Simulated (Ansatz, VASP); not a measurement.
**BaS in VASP and in Ansatz**

```xyz
2
Lattice="0.0000 3.1938 3.1938 3.1938 0.0000 3.1938 3.1938 3.1938 0.0000" Properties=species:S:1:pos:R:3 pbc="T T T"
Ba    0.0000    0.0000    0.0000
S     3.1938    3.1938    3.1938
```

Alike in both runs: task relaxation of cell and atoms; functional RPBE; dispersion D3(BJ); k mesh 7 × 7 × 7; occupations fermi-dirac, width 0.05 eV; no spin polarisation.

|  | VASP | Ansatz |
| --- | --- | --- |
| version | VASP 6.6.1 | Ansatz 0.2.0 |
| potentials or method | VASP PAW PBE potentials, release 64 (Ba_sv, S) | Ansatz PAW |
| plane-wave cutoff (eV) | 600 | 420 |
| valence electrons in the cell | 16 | 16 |

Ansatz gave:

- relaxed volume (Å³/atom): 25.97
- relaxed cell length with the largest relative difference (Å): 4.188

Task: Estimate VASP's values.

Result: Relaxed volume (Å³/atom): 26.41; relaxed cell length with the largest relative difference (Å): 4.212.

VASP's potentials were made for PBE, not for RPBE.

Neither program's run includes spin-orbit coupling. Noted on VASP's run: the volume moved by over 15 % at a fixed basis, so the end points are rough. Noted on Ansatz's run: the volume moved by over 15 % at a fixed basis, so the end points are rough; odd divisions of the mesh miss points on the zone boundary, where band edges often lie, so the gap on the mesh can be too wide; the plane-wave basis is chosen anew once the cell has moved, so the energies of steps on either side of that aren't comparable.
